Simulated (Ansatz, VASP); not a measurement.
**One calculation of Cu3Pd, two programs**

```xyz
4
Lattice="3.6722 0.0000 0.0000 0.0000 3.6722 0.0000 0.0000 0.0000 3.6344" Properties=species:S:1:pos:R:3 pbc="T T T"
Cu    0.0000    1.8361    1.8172
Cu    1.8361    0.0000    1.8172
Cu    1.8361    1.8361    0.0000
Pd    0.0000    0.0000    0.0000
```

Change from the starting cell: volume scaled by 0.98.

Alike in both runs: task single point; functional PBEsol; k mesh 11 × 11 × 11; occupations fermi-dirac, width 0.05 eV; no spin polarisation.

|  | VASP | Ansatz |
| --- | --- | --- |
| version | VASP 6.6.1 | Ansatz 0.2.0 |
| potentials or method | VASP PAW PBE potentials, release 64 (Cu, Pd), cutoff 600 eV | all-electron LAPW, scalar-relativistic |

|  | VASP | Ansatz | Ansatz less VASP |
| --- | --- | --- | --- |
| pressure (GPa) | -0.1 | -0.7 | -0.57 |
| traceless stress, the component that is largest in VASP (GPa) | 0.42 | 0.43 | +0.009 |

VASP's potentials were made for PBE, not for PBEsol. Ansatz ran all-electron here, and VASP with PAW potentials.
